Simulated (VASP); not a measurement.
# BeTe (F-43m) in VASP: a series of runs

Aim: see how the results for BeTe move with the level of theory and the settings. Levels: RPBE+D4, PBEsol. Tasks: single point.

Everything below comes from runs of VASP 6.6.1. Logs are shortened: lines on timing, memory, paths and dates and some standing lists are left out, and cuts for length are marked.

## 1. The cell of the first run

The structure is cubic, space group F-43m (No. 216). The conventional cell has a = 5.596 Å, b = 5.596 Å, c = 5.596 Å, α = 90.00°, β = 90.00°, γ = 90.00°. Within 3.2 Å of Be (site symmetry -43m) lie 4 Te at 2.42 Å. Within 3.2 Å of Te (site symmetry -43m) lie 4 Be at 2.42 Å.

## 2. Single point, RPBE+D4 (volume scaled by 1.02)

Contents of INCAR:

```
  PREC = Accurate
  ENCUT = 600
  EDIFF = 1E-6
  ISMEAR = 0
  SIGMA = 0.05
  LREAL = F
  LASPH = T
  NELM = 120
  ALGO = Normal
  ISIF = 2
  LWAVE = F
  LCHARG = F
  GGA = RP
  IVDW = 13
  NBANDS = 11
  GGA_COMPAT = F
```

Contents of KPOINTS:

```
regular mesh
0
Gamma
  8 8 8
```

Contents of POSCAR:

```
BeTe
1.0
    0.0000000000      2.7982308958      2.7982308958
    2.7982308958      0.0000000000      2.7982308958
    2.7982308958      2.7982308958      0.0000000000
Be Te
1 1
Direct
    0.0000000000      0.0000000000      0.0000000000
    0.7500000000      0.7500000000      0.7500000000
```

Potentials or basis: VASP PAW PBE potentials, release 64 (Be, Te).

Run with:

```console
$ cat potpaw_PBE.64/Be/POTCAR potpaw_PBE.64/Te/POTCAR > POTCAR
$ mpirun -np 1 vasp_std > vasp.out
```

OUTCAR:

```text
PREC = Accurate
   ENCUT = 600
   EDIFF = 1E-6
   ISMEAR = 0
   LREAL = F
   LASPH = T
   NELM = 120
   ISIF = 2
   GGA = RP
   IVDW = 13

 ion  position               nearest neighbor table
   1  0.000  0.000  0.000-   2 2.42   2 2.42   2 2.42   2 2.42
   2  0.750  0.750  0.750-   1 2.42   1 2.42   1 2.42   1 2.42

  LATTYP: Found a face centered cubic cell.
 ALAT       =     5.5964617916

  Lattice vectors:

 A1 = (   0.0000000000,   2.7982308958,   2.7982308958)
 A2 = (   2.7982308958,   0.0000000000,   2.7982308958)
 A3 = (   2.7982308958,   2.7982308958,   0.0000000000)

Analysis of symmetry for initial positions (statically):
=====================================================================
 Subroutine PRICEL returns:
 Original cell was already a primitive cell.

 Routine SETGRP: Setting up the symmetry group for a
 face centered cubic supercell.

 Subroutine GETGRP returns: Found 24 space group operations
 (whereof 24 operations were pure point group operations)
 out of a pool of 48 trial point group operations.

The static configuration has the point symmetry T_d .

Analysis of symmetry for dynamics (positions and initial velocities):
=====================================================================
 Subroutine PRICEL returns:
 Original cell was already a primitive cell.

 Routine SETGRP: Setting up the symmetry group for a
 face centered cubic supercell.

 Subroutine GETGRP returns: Found 24 space group operations
 (whereof 24 operations were pure point group operations)
 out of a pool of 48 trial point group operations.

The dynamic configuration has the point symmetry T_d .

 Subroutine INISYM returns: Found 24 space group operations
 (whereof 24 operations are pure point group operations),
 and found     1 'primitive' translations

----------------------------------------------------------------------------------------

                                     Primitive cell

  volume of cell :      43.8208

  direct lattice vectors                    reciprocal lattice vectors
     0.000000000  2.798230896  2.798230896    -0.178684325  0.178684325  0.178684325
     2.798230896  0.000000000  2.798230896     0.178684325 -0.178684325  0.178684325
     2.798230896  2.798230896  0.000000000     0.178684325  0.178684325 -0.178684325

  length of vectors
     3.957296083  3.957296083  3.957296083     0.309490330  0.309490330  0.309490330

  position of ions in fractional coordinates (direct lattice)
     0.000000000  0.000000000  0.000000000
     0.750000000  0.750000000  0.750000000

  ion indices of the primitive-cell ions
   primitive index   ion index
                 1           1
                 2           2

----------------------------------------------------------------------------------------

 KPOINTS: regular mesh

Automatic generation of k-mesh.
 Grid dimensions read from file:
 generate k-points for:    8    8    8

 Generating k-lattice:

  Cartesian coordinates                     Fractional coordinates (reciprocal lattice)
    -0.022335541  0.022335541  0.022335541     0.125000000  0.000000000  0.000000000
     0.022335541 -0.022335541  0.022335541     0.000000000  0.125000000  0.000000000
     0.022335541  0.022335541 -0.022335541     0.000000000  0.000000000  0.125000000

  Length of vectors
     0.038686291  0.038686291  0.038686291

  Shift w.r.t. Gamma in fractional coordinates (k-lattice)
     0.000000000  0.000000000  0.000000000

 Subroutine IBZKPT returns following result:
 ===========================================

 Found     29 irreducible k-points:

 Following reciprocal coordinates:
            Coordinates               Weight
  0.000000  0.000000  0.000000      1.000000
  0.125000  0.000000  0.000000      8.000000
  0.250000  0.000000  0.000000      8.000000
  0.375000  0.000000  0.000000      8.000000
  0.500000  0.000000  0.000000      4.000000
  0.125000  0.125000  0.000000      6.000000
[... 16 lines left out ...]
  0.500000  0.250000  0.125000     48.000000
 -0.375000  0.250000  0.125000     24.000000
 [... further k-points ...]
   k-points           NKPTS =     29   k-points in BZ     NKDIM =     29   number of bands    NBANDS=     11
   number of dos      NEDOS =    301   number of ions     NIONS =      2
   total plane-waves  NPLWV =  32768
   dimension x,y,z NGX =    32 NGY =   32 NGZ =   32
   dimension x,y,z NGXF=    64 NGYF=   64 NGZF=   64
   ions per type =               1   1
   NGX,Y,Z   is equivalent  to a cutoff of  13.44, 13.44, 13.44 a.u.
   NGXF,Y,Z  is equivalent  to a cutoff of  26.89, 26.89, 26.89 a.u.
 SYSTEM =  unknown system
   PREC   = accura    normal or accurate (medium, high low for compatibility)
   ISTART =      0    job   : 0-new  1-cont  2-samecut
   ICHARG =      2    charge: 1-file 2-atom 10-const
   ISPIN  =      1    spin polarized calculation?
   LNONCOLLINEAR =      F non collinear calculations
   LSORBIT =      F    spin-orbit coupling
   LASPH  =      T    aspherical Exc in radial PAW
   ENCUT  =  600.0 eV  44.10 Ry    6.64 a.u.   7.90  7.90  7.90*2*pi/ulx,y,z
   NELM   =    120;   NELMIN=  2; NELMDL= -5     # of ELM steps
   EDIFF  = 0.1E-05   stopping-criterion for ELM
   LREAL  =      F    real-space projection
   EDIFFG = 0.1E-04   stopping-criterion for IOM
   NSW    =      0    number of steps for IOM
   IBRION =     -1    ionic relax: 0-MD 1-quasi-New 2-CG
   NFREE  =      0    steps in history (QN), initial steepest desc. (CG)
   ISIF   =      2    stress and relaxation
   ISYM   =      2    0-nonsym 1-usesym 2-fastsym
   POTIM  = 0.5000    time-step for ionic-motion
   TEBEG  =    0.0;   TEEND  =   0.0 temperature during run
   PSTRESS=    0.0 pullay stress
   NELECT =       8.0000    total number of electrons
   NUPDOWN=      -1.0000    fix difference up-down
   EMIN   =  10.00;   EMAX   =-10.00  energy-range for DOS
   EFERMI =   0.00;   METHOD = LEGACY
   ISMEAR =     0;   SIGMA  =   0.05  broadening in eV -4-tet -1-fermi 0-gaus
   EFERMI_NEDOS =   21; number of points for ismear=-14 and -15
   IALGO  =     38    algorithm
   IMIX   =      4    mixing-type and parameters
     AMIX     =   0.40;   BMIX     =  1.00
     AMIX_MAG =   1.60;   BMIX_MAG =  1.00
  volume/ion in A,a.u.               =      21.91       147.86
  Fermi-wavevector in a.u.,A,eV,Ry     =   0.928705  1.754999 11.734938  0.862494
  Thomas-Fermi vector in A             =   2.054910
   LORBIT       =      0    0 simple, 1 ext, 2 COOP (PROOUT), +10 PAW based schemes
   GGA     = RP    functional components
   LHFCALC =     F    Hartree Fock is set to
   AEXX    =    0.0000 exact exchange contribution
   IVDW    =    13    specifies the selected vdW correction
   LEPSILON=     F    determine dielectric tensor
   LRPA    =     F    only Hartree local field effects (RPA)
 non-spin polarized calculation
 Gauss-broadening in eV      SIGMA  =   0.05
  energy-cutoff  :      600.00
  volume of cell :       43.82
 maximum number of plane-waves:      1476
   NGX = 15   NGY = 15   NGZ = 15

 number of electron       8.0000000 magnetization

 Free energy of the ion-electron system (eV)
  ---------------------------------------------------
  ext. energy  EPLUGINS =         0.00000000
  ---------------------------------------------------
  free energy    TOTEN  =        -7.01136231 eV

  energy without entropy =       -7.01136231  energy(sigma->0) =       -7.01136231

 E-fermi :   5.6537     XC(G=0):  -9.0236

 val. band max:        5.3990998368   @ k =   0.0000   0.0000   0.0000
 cond. band min:       7.4155832901   @ k =   0.5000   0.5000   0.0000
 fundamental gap:      2.0164834533
 Fermi energy:         5.6536571263

 k-point     1 :       0.0000    0.0000    0.0000
  band No.  band energies     occupation
      1      -7.0039      2.00000
      2       5.3991      2.00000
      3       5.3991      2.00000
      4       5.3991      2.00000
      5       9.0160      0.00000
      6       9.0160      0.00000
      7       9.0160      0.00000
      8       9.4493      0.00000
      9      13.8868      0.00000
     10      15.6465      0.00000
     11      15.6465      0.00000

 k-point     2 :       0.1250    0.0000    0.0000
  band No.  band energies     occupation
      1      -6.8520      2.00000
      2       4.0696      2.00000
      3       5.1562      2.00000
      4       5.1562      2.00000
      5       9.0192      0.00000
      6       9.3687      0.00000
      7       9.3687      0.00000
      8      10.6783      0.00000
      9      14.3122      0.00000
     10      14.7354      0.00000
     11      14.7354      0.00000

 k-point     3 :       0.2500    0.0000    0.0000
  band No.  band energies     occupation
      1      -6.4316      2.00000
      2       2.0288      2.00000
      3       4.7054      2.00000
      4       4.7054      2.00000
      5       8.8055      0.00000
      6       9.9089      0.00000
      7       9.9089      0.00000
      8      12.6111      0.00000
      9      14.4669      0.00000
     10      14.4669      0.00000
     11      14.6243      0.00000

 k-point     4 :       0.3750    0.0000    0.0000
  band No.  band energies     occupation
      1      -5.8932      2.00000
      2       0.4077      2.00000
      3       4.3599      2.00000
      4       4.3599      2.00000
      5       8.6319      0.00000
      6      10.0400      0.00000
      7      10.0400      0.00000
      8      13.3936      0.00000
      9      15.3989      0.00000
     10      15.5400      0.00000
     11      15.5400      0.00000

 k-point     5 :       0.5000    0.0000    0.0000
  band No.  band energies     occupation
      1      -5.6097      2.00000
      2      -0.2481      2.00000
      3       4.2360      2.00000
      4       4.2360      2.00000
      5       8.5699      0.00000
      6      10.0067      0.00000
      7      10.0067      0.00000
      8      13.3512      0.00000
      9      16.5865      0.00000
     10      17.0141      0.00000
     11      17.0141      0.00000
[... 211 lines left out ...]
 k-point    21 :       0.5000    0.5000    0.0000
  band No.  band energies     occupation
      1      -5.0954      2.00000
      2       0.1807      2.00000
      3       2.6898      2.00000
      4       2.6898      2.00000
      5       7.4156      0.00000
      6       8.0796      0.00000
      7      15.2821      0.00000
      8      15.2821      0.00000
      9      17.1988      0.00000
     10      18.7143      0.00000
     11      18.9308      0.00000

 k-point    22 :       0.3750    0.2500    0.1250
  band No.  band energies     occupation
      1      -6.0830      2.00000
      2       1.7772      2.00000
      3       3.0942      2.00000
      4       4.1410      2.00000
      5       9.0293      0.00000
      6      10.3412      0.00000
      7      10.8489      0.00000
      8      11.7677      0.00000
      9      14.5610      0.00000
     10      16.1836      0.00000
     11      16.6583      0.00000

 k-point    23 :       0.5000    0.2500    0.1250
  band No.  band energies     occupation
      1      -5.6031      2.00000
      2       0.6909      2.00000
      3       2.5522      2.00000
      4       3.6742      2.00000
      5       9.4888      0.00000
      6      10.1497      0.00000
      7      11.4023      0.00000
      8      12.4094      0.00000
      9      15.3692      0.00000
     10      15.8911      0.00000
     11      17.8229      0.00000

 k-point    24 :      -0.3750    0.2500    0.1250
  band No.  band energies     occupation
      1      -5.3591      2.00000
      2       0.1785      2.00000
      3       2.4436      2.00000
      4       3.4459      2.00000
      5       9.6526      0.00000
      6       9.8510      0.00000
      7      12.1570      0.00000
      8      13.2706      0.00000
      9      14.0161      0.00000
     10      17.0805      0.00000
     11      17.4707      0.00000

 [... further k-points ...]

------------------------ aborting loop because EDIFF is reached ----------------------------------------

  DFT-D4 for vdW energy calculation

  Edisp (eV):   -1.25135

  FORCE on cell =-STRESS in cart. coord.  units (eV):
  Direction    XX          YY          ZZ          XY          YZ          ZX
  --------------------------------------------------------------------------------------
  -------------------------------------------------------------------------------------
  Total      -0.30098    -0.30098    -0.30098    -0.00000    -0.00000    -0.00000
  in kB     -11.00451   -11.00451   -11.00451    -0.00000    -0.00000    -0.00000
  external pressure =      -11.00 kB  Pullay stress =        0.00 kB

 VOLUME and BASIS-vectors are now :
 -----------------------------------------------------------------------------
  energy-cutoff  :      600.00
  volume of cell :       43.82
      direct lattice vectors                 reciprocal lattice vectors
     0.000000000  2.798230896  2.798230896    -0.178684325  0.178684325  0.178684325
     2.798230896  0.000000000  2.798230896     0.178684325 -0.178684325  0.178684325
     2.798230896  2.798230896  0.000000000     0.178684325  0.178684325 -0.178684325

 POSITION                                       TOTAL-FORCE (eV/Angst)
 -----------------------------------------------------------------------------------
      0.00000      0.00000      0.00000        -0.000000     -0.000000     -0.000000
      4.19735      4.19735      4.19735         0.000000      0.000000      0.000000
 -----------------------------------------------------------------------------------
    total drift:                               -0.000000     -0.000000     -0.000000

  FREE ENERGIE OF THE ION-ELECTRON SYSTEM (eV)
  ---------------------------------------------------
  free  energy   TOTEN  =        -8.2627167557 eV

  energy  without entropy=       -8.2627167557  energy(sigma->0) =       -8.26271676
```

It took 7.8 s on 1 thread of Intel Xeon 6975P-C (Granite Rapids), shared host; peak memory 0.18 GiB.

Results:

- Free energy: -8.2627 eV
- Pressure: -1.1 GPa
- Band gap on the k mesh: 2.02 eV, indirect (least direct gap 3.62 eV)
- Dispersion energy per atom: -0.626 eV

Caveat: the cell differs from its parent crystal (volume scaled by 1.02); the PAW data sets were made with another functional, which shifts forces and pressure a little; spin-orbit coupling is left out, which moves the levels of the heavy elements.

## 3. Single point, PBEsol

This run uses another cell than the first one, of 21.25 Å³/atom, 0.970 times its volume.

Contents of INCAR:

```
  ALGO = Normal
  EDIFF = 1E-6
  ENCUT = 600
  GGA = PS
  GGA_COMPAT = False
  ISIF = 2
  ISMEAR = 0
  LASPH = True
  LCHARG = False
  LREAL = False
  LWAVE = False
  NBANDS = 11
  NELM = 120
  PREC = Accurate
  SIGMA = 0.05
```

Contents of KPOINTS:

```
k-points
0
Gamma
  8 8 8
```

Contents of POSCAR:

```
BeTe
1.0
    0.0000000000      2.7700007385      2.7700007385
    2.7700007385      0.0000000000      2.7700007385
    2.7700007385      2.7700007385      0.0000000000
Be Te
1 1
Direct
    0.0000000000      0.0000000000      0.0000000000
    0.7500000000      0.7500000000      0.7500000000
```

Potentials or basis: VASP PAW PBE potentials, release 64 (Be, Te).

Run with:

```console
$ cat potpaw_PBE.64/Be/POTCAR potpaw_PBE.64/Te/POTCAR > POTCAR
$ mpirun -np 1 vasp_std > vasp.out
```

Run time: 7.1 s. Hardware: 1 thread of Intel Xeon 6975P-C (Granite Rapids), shared host; peak memory 0.18 GiB.

Results (log left out):

* Free energy: -8.2030 eV
* Pressure: 2.5 GPa
* Band gap on the k mesh: 1.73 eV, indirect (least direct gap 3.55 eV)

Levels at points of the mesh, in eV from the valence-band top:
```tsv
k point	band 1	band 2	band 3	band 4	band 5	band 6	band 7	band 8	band 9
(0.00, 0.00, 0.00)	-12.67	0.00	0.00	0.00	3.55	3.55	3.55	4.10	8.27
(0.50, 0.00, 0.00)	-11.19	-5.90	-1.22	-1.22	3.17	4.53	4.53	7.64	11.06
(0.50, 0.50, 0.00)	-10.65	-5.40	-2.85	-2.85	1.73	2.54	10.02	10.02	11.80
```

Caveat: the PAW data sets were made with another functional, which shifts forces and pressure a little; spin-orbit coupling is left out, which moves the levels of the heavy elements.

## 4. Single point, PBEsol

This run uses another cell than the first one, of 21.57 Å³/atom, 0.985 times its volume.

Contents of INCAR:

```
SYSTEM = BeTe
  PREC = Accurate
  ENCUT = 600
  EDIFF = 1E-6
  ISMEAR = 0
  SIGMA = 0.05
  LREAL = .False.
  LASPH = .True.
  NELM = 120
  ALGO = Normal
  ISIF = 2
  LWAVE = .False.
  LCHARG = .False.
  GGA = PS
  NBANDS = 11
  GGA_COMPAT = .False.
```

Contents of KPOINTS:

```
regular mesh
0
Gamma
  8 8 8
  0 0 0
```

Contents of POSCAR:

```
BeTe
1.0
    0.0000000000      2.7838052489      2.7838052489
    2.7838052489      0.0000000000      2.7838052489
    2.7838052489      2.7838052489      0.0000000000
Be Te
1 1
Direct
    0.0000000000      0.0000000000      0.0000000000
    0.7500000000      0.7500000000      0.7500000000
```

Run with:

```console
$ cat potpaw_PBE.64/Be/POTCAR potpaw_PBE.64/Te/POTCAR > POTCAR
$ mpirun -np 1 vasp_std > vasp.out
```

Wall time 7.6 s (1 thread of Intel Xeon 6975P-C (Granite Rapids), shared host); peak memory 0.18 GiB.

The run converged. Its results:

```yaml
Free_energy: -8.2111 eV
Pressure: 1.5 GPa
Band_gap_on_the_k_mesh: 1.77 eV, indirect (least direct gap 3.57 eV)
```

Levels at points of the mesh, in eV from the valence-band top:
```
           k point  band 1  band 2  band 3  band 4  band 5  band 6  band 7  band 8  band 9
(0.00, 0.00, 0.00)  -12.57    0.00    0.00    0.00    3.57    3.57    3.57    3.98    8.24
(0.50, 0.00, 0.00)  -11.13   -5.80   -1.19   -1.19    3.13    4.54    4.54    7.65   10.99
(0.50, 0.50, 0.00)  -10.60   -5.32   -2.79   -2.79    1.77    2.56    9.93    9.93   11.71
```

Caveat: the PAW data sets were made with another functional, which shifts forces and pressure a little; spin-orbit coupling is left out, which moves the levels of the heavy elements.

## 5. Overview

```tsv
level	cell	gap on the mesh (eV)	pressure (GPa)
RPBE+D4	a = 3.957 Å, angles 60.0°, 2 atoms	2.02	-1.1
PBEsol	a = 3.917 Å, angles 60.0°, 2 atoms	1.73	2.5
PBEsol	a = 3.937 Å, angles 60.0°, 2 atoms	1.77	1.5
```

Alike in all rows: task single point; potentials or basis VASP PAW PBE potentials, release 64 (Be, Te); no spin polarisation; k mesh 8 × 8 × 8; cutoff (eV) 600; smearing gaussian 0.05 eV.

Caveats: the PAW data sets were made with another functional, which shifts forces and pressure a little; spin-orbit coupling is left out, which moves the levels of the heavy elements.

Total energies depend on the potentials used, so only differences within one code and one set of settings carry meaning.
